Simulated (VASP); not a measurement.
# Al (Fm-3m) in VASP: further runs

Al is run at these levels: RPBE, PBEsol; tasks: single point, relaxation of cell and atoms.

Everything below comes from runs of VASP 6.6.1. Logs are shortened: lines on timing, memory, paths and dates and some standing lists are left out, and cuts for length are marked.

**1. The cell of the first run**

The structure is cubic, space group Fm-3m (No. 225). Conventional cell: a = 4.016 Å, b = 4.016 Å, c = 4.016 Å, α = 90.00°, β = 90.00°, γ = 90.00°. Al (site symmetry m-3m) has 12 Al at 2.84 Å within 3.7 Å.

**2. Single point, RPBE**

The input, INCAR:

```
SYSTEM = Al
PREC = Accurate
ENCUT = 520
EDIFF = 1E-7
ISMEAR = 0
SIGMA = 0.1
LREAL = .False.
LASPH = .True.
NELM = 60
ALGO = Fast
ISIF = 2
LWAVE = .False.
LCHARG = .False.
GGA = RP
NBANDS = 8
```

The input, KPOINTS:

```
regular mesh
0
Gamma
  18 18 18
  0 0 0
```

The input, POSCAR:

```
Al
1.0
    0.0000000000      2.0077938131      2.0077938131
    2.0077938131      0.0000000000      2.0077938131
    2.0077938131      2.0077938131      0.0000000000
Al
1
Direct
    0.0000000000      0.0000000000      0.0000000000
```

Potentials or basis: VASP PAW PBE potentials, release 64 (Al).

Launch:

```bash
> cat potpaw_PBE.64/Al/POTCAR > POTCAR
> mpirun -np 1 vasp_std > vasp.out
```

OUTCAR:

```text
SYSTEM = Al
   PREC = Accurate
   ENCUT = 520
   EDIFF = 1E-7
   ISMEAR = 0
   LREAL = .False.
   LASPH = .True.
   NELM = 60
   ISIF = 2
   GGA = RP

 ion  position               nearest neighbor table
   1  0.000  0.000  0.000-

  LATTYP: Found a face centered cubic cell.
 ALAT       =     4.0155876262

  Lattice vectors:

 A1 = (   0.0000000000,   2.0077938131,   2.0077938131)
 A2 = (   2.0077938131,   0.0000000000,   2.0077938131)
 A3 = (   2.0077938131,   2.0077938131,   0.0000000000)

Analysis of symmetry for initial positions (statically):
=====================================================================
 Subroutine PRICEL returns:
 Original cell was already a primitive cell.

 Routine SETGRP: Setting up the symmetry group for a
 face centered cubic supercell.

 Subroutine GETGRP returns: Found 48 space group operations
 (whereof 48 operations were pure point group operations)
 out of a pool of 48 trial point group operations.

The static configuration has the point symmetry O_h .

Analysis of symmetry for dynamics (positions and initial velocities):
=====================================================================
 Subroutine PRICEL returns:
 Original cell was already a primitive cell.

 Routine SETGRP: Setting up the symmetry group for a
 face centered cubic supercell.

 Subroutine GETGRP returns: Found 48 space group operations
 (whereof 48 operations were pure point group operations)
 out of a pool of 48 trial point group operations.

The dynamic configuration has the point symmetry O_h .

 Subroutine INISYM returns: Found 48 space group operations
 (whereof 48 operations are pure point group operations),
 and found     1 'primitive' translations

----------------------------------------------------------------------------------------

                                     Primitive cell

  volume of cell :      16.1878

  direct lattice vectors                    reciprocal lattice vectors
     0.000000000  2.007793813  2.007793813    -0.249029555  0.249029555  0.249029555
     2.007793813  0.000000000  2.007793813     0.249029555 -0.249029555  0.249029555
     2.007793813  2.007793813  0.000000000     0.249029555  0.249029555 -0.249029555

  length of vectors
     2.839449241  2.839449241  2.839449241     0.431331842  0.431331842  0.431331842

  position of ions in fractional coordinates (direct lattice)
     0.000000000  0.000000000  0.000000000

  ion indices of the primitive-cell ions
   primitive index   ion index
                 1           1

----------------------------------------------------------------------------------------

 KPOINTS: regular mesh

Automatic generation of k-mesh.
 Grid dimensions read from file:
 generate k-points for:   18   18   18

 Generating k-lattice:

  Cartesian coordinates                     Fractional coordinates (reciprocal lattice)
    -0.013834975  0.013834975  0.013834975     0.055555556  0.000000000  0.000000000
     0.013834975 -0.013834975  0.013834975     0.000000000  0.055555556  0.000000000
     0.013834975  0.013834975 -0.013834975     0.000000000  0.000000000  0.055555556

  Length of vectors
     0.023962880  0.023962880  0.023962880

  Shift w.r.t. Gamma in fractional coordinates (k-lattice)
     0.000000000  0.000000000  0.000000000

 Subroutine IBZKPT returns following result:
 ===========================================

 Found    195 irreducible k-points:

 Following reciprocal coordinates:
            Coordinates               Weight
  0.000000  0.000000  0.000000      1.000000
  0.055556  0.000000  0.000000      8.000000
  0.111111  0.000000  0.000000      8.000000
  0.166667  0.000000  0.000000      8.000000
  0.222222  0.000000  0.000000      8.000000
  0.277778  0.000000  0.000000      8.000000
[... 16 lines left out ...]
 -0.277778  0.055556  0.000000     24.000000
 -0.222222  0.055556  0.000000     24.000000
 [... further k-points ...]
   k-points           NKPTS =    195   k-points in BZ     NKDIM =    195   number of bands    NBANDS=      8
   number of dos      NEDOS =    301   number of ions     NIONS =      1
   total plane-waves  NPLWV =  13824
   dimension x,y,z NGX =    24 NGY =   24 NGZ =   24
   dimension x,y,z NGXF=    48 NGYF=   48 NGZF=   48
   ions per type =               1
   NGX,Y,Z   is equivalent  to a cutoff of  14.05, 14.05, 14.05 a.u.
   NGXF,Y,Z  is equivalent  to a cutoff of  28.10, 28.10, 28.10 a.u.
 SYSTEM =  Al
   PREC   = accura    normal or accurate (medium, high low for compatibility)
   ISTART =      0    job   : 0-new  1-cont  2-samecut
   ICHARG =      2    charge: 1-file 2-atom 10-const
   ISPIN  =      1    spin polarized calculation?
   LNONCOLLINEAR =      F non collinear calculations
   LSORBIT =      F    spin-orbit coupling
   LASPH  =      T    aspherical Exc in radial PAW
   ENCUT  =  520.0 eV  38.22 Ry    6.18 a.u.   5.28  5.28  5.28*2*pi/ulx,y,z
   NELM   =     60;   NELMIN=  2; NELMDL= -5     # of ELM steps
   EDIFF  = 0.1E-06   stopping-criterion for ELM
   LREAL  =      F    real-space projection
   EDIFFG = 0.1E-05   stopping-criterion for IOM
   NSW    =      0    number of steps for IOM
   IBRION =     -1    ionic relax: 0-MD 1-quasi-New 2-CG
   NFREE  =      0    steps in history (QN), initial steepest desc. (CG)
   ISIF   =      2    stress and relaxation
   ISYM   =      2    0-nonsym 1-usesym 2-fastsym
   POTIM  = 0.5000    time-step for ionic-motion
   TEBEG  =    0.0;   TEEND  =   0.0 temperature during run
   PSTRESS=    0.0 pullay stress
   NELECT =       3.0000    total number of electrons
   NUPDOWN=      -1.0000    fix difference up-down
   EMIN   =  10.00;   EMAX   =-10.00  energy-range for DOS
   EFERMI =   0.00;   METHOD = LEGACY
   ISMEAR =     0;   SIGMA  =   0.10  broadening in eV -4-tet -1-fermi 0-gaus
   EFERMI_NEDOS =   21; number of points for ismear=-14 and -15
   IALGO  =     68    algorithm
   IMIX   =      4    mixing-type and parameters
     AMIX     =   0.40;   BMIX     =  1.00
     AMIX_MAG =   1.60;   BMIX_MAG =  1.00
  volume/ion in A,a.u.               =      16.19       109.24
  Fermi-wavevector in a.u.,A,eV,Ry     =   0.933368  1.763809 11.853061  0.871175
  Thomas-Fermi vector in A             =   2.060062
   LORBIT       =      0    0 simple, 1 ext, 2 COOP (PROOUT), +10 PAW based schemes
   GGA     = RP    functional components
   LHFCALC =     F    Hartree Fock is set to
   AEXX    =    0.0000 exact exchange contribution
   IVDW    =     0    specifies the selected vdW correction
   LEPSILON=     F    determine dielectric tensor
   LRPA    =     F    only Hartree local field effects (RPA)
 non-spin polarized calculation
 RMM-DIIS sequential band-by-band and
 Gauss-broadening in eV      SIGMA  =   0.10
  energy-cutoff  :      520.00
  volume of cell :       16.19
 maximum number of plane-waves:       448
 NGX is ok and might be reduce to    24
   NGX = 11   NGY = 11   NGZ = 11

 number of electron       3.0000000 magnetization

 Free energy of the ion-electron system (eV)
  ---------------------------------------------------
  ext. energy  EPLUGINS =         0.00000000
  ---------------------------------------------------
  free energy    TOTEN  =        -3.50154260 eV

  energy without entropy =       -3.49855027  energy(sigma->0) =       -3.50004643

 E-fermi :   8.2917     XC(G=0): -10.2092

 val. band max:        8.2724791569   @ k =   0.5000   0.4444   0.0556
 cond. band min:       8.2936727237   @ k =  -0.4444   0.3333   0.1111
 fundamental gap:      0.0211935668
 Fermi energy:         8.2917296531

 k-point     1 :       0.0000    0.0000    0.0000
  band No.  band energies     occupation
      1      -2.9745      2.00000
      2      21.0005      0.00000
      3      21.0005      0.00000
      4      21.0005      0.00000
      5      22.7673      0.00000
      6      22.7673      0.00000
      7      22.7673      0.00000
      8      24.8264      0.00000

 k-point     2 :       0.0556    0.0000    0.0000
  band No.  band energies     occupation
      1      -2.8895      2.00000
      2      19.5150      0.00000
      3      20.7238      0.00000
      4      20.7238      0.00000
      5      23.1789      0.00000
      6      23.1789      0.00000
      7      23.2676      0.00000
      8      25.7484      0.00000

 k-point     3 :       0.1111    0.0000    0.0000
  band No.  band energies     occupation
      1      -2.6348      2.00000
      2      17.2754      0.00000
      3      20.2389      0.00000
      4      20.2389      0.00000
      5      23.2817      0.00000
      6      24.0432      0.00000
      7      24.0432      0.00000
      8      26.3978      0.00000

 k-point     4 :       0.1667    0.0000    0.0000
  band No.  band energies     occupation
      1      -2.2113      2.00000
      2      15.0147      0.00000
      3      19.8040      0.00000
      4      19.8040      0.00000
      5      23.0954      0.00000
      6      24.6482      0.00000
      7      24.6482      0.00000
      8      25.7357      0.00000

 k-point     5 :       0.2222    0.0000    0.0000
  band No.  band energies     occupation
      1      -1.6206      2.00000
      2      12.8298      0.00000
      3      19.4812      0.00000
      4      19.4812      0.00000
      5      22.9092      0.00000
      6      23.7924      0.00000
      7      23.7924      0.00000
      8      26.7503      0.00000
[... 177 lines left out ...]
 k-point    22 :      -0.3333    0.0556    0.0000
  band No.  band energies     occupation
      1       0.4689      2.00000
      2       8.2454      1.48794
      3      17.5404      0.00000
      4      20.4587      0.00000
      5      20.4995      0.00000
      6      21.9557      0.00000
      7      23.4951      0.00000
      8      26.4033      0.00000

 k-point    23 :      -0.2778    0.0556    0.0000
  band No.  band energies     occupation
      1      -0.5023      2.00000
      2      10.1512      0.00000
      3      17.5588      0.00000
      4      20.4784      0.00000
      5      21.3693      0.00000
      6      22.8240      0.00000
      7      23.4578      0.00000
      8      27.2058      0.00000

 k-point    24 :      -0.2222    0.0556    0.0000
  band No.  band energies     occupation
      1      -1.3122      2.00000
      2      12.1816      0.00000
      3      17.7224      0.00000
      4      20.6100      0.00000
      5      22.3823      0.00000
      6      23.4309      0.00000
      7      23.9109      0.00000
      8      26.1266      0.00000

 [... further k-points ...]
[... 5 lines left out ...]
  --------------------------------------------------------------------------------------
  -------------------------------------------------------------------------------------
  Total        0.2856946      0.2856946      0.2856946      0.0000000     -0.0000000      0.0000000
  in kB       28.2764777     28.2764777     28.2764777      0.0000000     -0.0000000      0.0000000
  external PRESSURE =      28.2764777 kB  Pullay stress =       0.0000000 kB

 VOLUME and BASIS-vectors are now :
 -----------------------------------------------------------------------------
  energy-cutoff  :      520.00
  volume of cell :       16.19
      direct lattice vectors                 reciprocal lattice vectors
     0.000000000  2.007793813  2.007793813    -0.249029555  0.249029555  0.249029555
     2.007793813  0.000000000  2.007793813     0.249029555 -0.249029555  0.249029555
     2.007793813  2.007793813  0.000000000     0.249029555  0.249029555 -0.249029555

 POSITION                                       TOTAL-FORCE (eV/Angst)
 -----------------------------------------------------------------------------------
      0.00000      0.00000      0.00000         0.000000      0.000000      0.000000
 -----------------------------------------------------------------------------------
    total drift:                                0.000000     -0.000000     -0.000000

  FREE ENERGIE OF THE ION-ELECTRON SYSTEM (eV)
  ---------------------------------------------------
  free  energy   TOTEN  =        -3.5015425998 eV

  energy  without entropy=       -3.4985502675  energy(sigma->0) =       -3.50004643
```

It took 10 s on 1 thread of Intel Xeon 6975P-C (Granite Rapids), shared host; peak memory 0.14 GiB.

Results:

```
Free energy : -3.5015 eV
Pressure    : 2.8 GPa
```

Caveat: the PAW data sets were made with another functional, which shifts forces and pressure a little.

(Part 1 of 2 ends here.)
